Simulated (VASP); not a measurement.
A run of VASP 6.6.1 is set up as follows.

File INCAR:

```
SYSTEM = Hg
  PREC = Accurate
  ENCUT = 520
  EDIFF = 1E-6
  ISMEAR = -1
  SIGMA = 0.1
  LREAL = .FALSE.
  LASPH = .TRUE.
  NELM = 150
  ALGO = Normal
  ISIF = 2
  LWAVE = .FALSE.
  LCHARG = .FALSE.
  MAGMOM = 0 0 0
  LORBIT = 11
  LSORBIT = .TRUE.
  GGA_COMPAT = .FALSE.
  LORBMOM = .TRUE.
  GGA = PE
  NBANDS = 23
```

File KPOINTS:

```
regular mesh
0
G
  10 10 10
  0 0 0
```

Contents of POSCAR:

```
Hg
1.0
    3.0943672577      0.0000000000      0.0000000000
    0.0000000000      3.0943672577      0.0000000000
    0.0000000000      0.0000000000      3.0943672577
Hg
1
Direct
    0.0000000000      0.0000000000      0.0000000000
```

Potentials or basis: VASP PAW PBE potentials, release 64 (Hg).

Run with:

```bash
$ cat potpaw_PBE.64/Hg/POTCAR > POTCAR
$ mpirun -np 1 vasp_ncl > vasp.out
```

(1) Estimate the net moment.

(2) Predict the pressure.

Answers

(1) 0.00 μB per cell.

(2) -0.6 GPa.
